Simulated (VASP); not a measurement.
Crystal: TePb.

```
Te Pb
1.0
     0.00000    3.23100    3.23100
     3.23100    0.00000    3.23100
     3.23100    3.23100    0.00000
Te Pb
1 1
Cartesian
  3.2310 3.2310 3.2310
  0.0000 0.0000 0.0000
```

Base run:

* Program: VASP 6.6.1
* Functional: revPBE
* Potentials or basis: VASP PAW PBE potentials, release 64 (Te, Pb_d)
* Cutoff: 520 eV
* k mesh: 5 × 5 × 5
* Occupations: gaussian, width 0.01 eV
* Spin: no spin polarisation

Its results: pressure 3.2 GPa.

**Question.** After a change of settings the same cell gave: pressure 5.5 GPa. Which change was it?
A. functional from revPBE to BLYP; further incar settings from ALGO = Normal; EDIFF = 1e-06; NBANDS = 17 to ALGO = Normal; EDIFF = 1e-07; NBANDS = 17
B. functional from revPBE to PBEsol; further incar settings from ALGO = Normal; EDIFF = 1e-06; NBANDS = 17 to ALGO = Normal; EDIFF = 1e-07; NBANDS = 17
C. functional from revPBE to PBE; further incar settings from ALGO = Normal; EDIFF = 1e-06; NBANDS = 17 to ALGO = Normal; EDIFF = 1e-07; NBANDS = 17
D. functional from revPBE to LDA; potentials or basis from VASP PAW PBE potentials, release 64 (Te, Pb_d) to VASP PAW LDA potentials, release 64 (Te, Pb_d)

**Answer.** A.

Caveats: the PAW data sets were made with another functional, which shifts forces and pressure a little.
